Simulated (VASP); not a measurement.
A run of VASP 6.6.1:

INCAR

```
ALGO     = Normal         # electronic algorithm
EDIFF    = 1E-6           # SCF threshold, eV
ENCUT    = 520            # plane-wave cutoff, eV
GGA      = PE             # functional
ISIF     = 2              # what is computed and relaxed
ISMEAR   = 0              # smearing method
LASPH    = True           # aspherical terms in the spheres
LCHARG   = False          # write CHGCAR
LREAL    = False          # projectors in reciprocal space
LWAVE    = False          # write WAVECAR
NBANDS   = 33             # bands
NELM     = 60             # most SCF steps
PREC     = Accurate       # precision mode
SIGMA    = 0.05           # smearing width, eV
```

Contents of KPOINTS:

```
k-points
0
Gamma
  8 8 10
```

Contents of POSCAR:

```
TiO2
1.0
    4.7463456048      0.0000000000      0.0000000000
    0.0000000000      4.7463456048      0.0000000000
    0.0000000000      0.0000000000      2.6854823432
Ti O
2 4
Direct
    0.0000000000      0.0000000000      0.0000000000
    0.5000000000      0.5000000000      0.5000000000
    0.3050970583      0.3050970583      0.0000000000
    0.1949029417      0.8050970583      0.5000000000
    0.6949029417      0.6949029417      0.0000000000
    0.8050970583      0.1949029417      0.5000000000
```

Potentials or basis: VASP PAW PBE potentials, release 64 (Ti_sv, O).

Command:

```sh
$ cat potpaw_PBE.64/Ti_sv/POTCAR potpaw_PBE.64/O/POTCAR > POTCAR
$ mpirun -np 1 vasp_std > vasp.out
```

Hardware: 1 thread of Intel(R) Xeon(R) 6975P-C (Granite Rapids) (shared host).

**Question.** How long does it take, and how much memory?

**Answer.** Wall time 73 s on 1 thread of Intel(R) Xeon(R) 6975P-C (Granite Rapids), on a shared host, peak memory 0.26 GiB. Counts: scf iterations 16, k points 90.
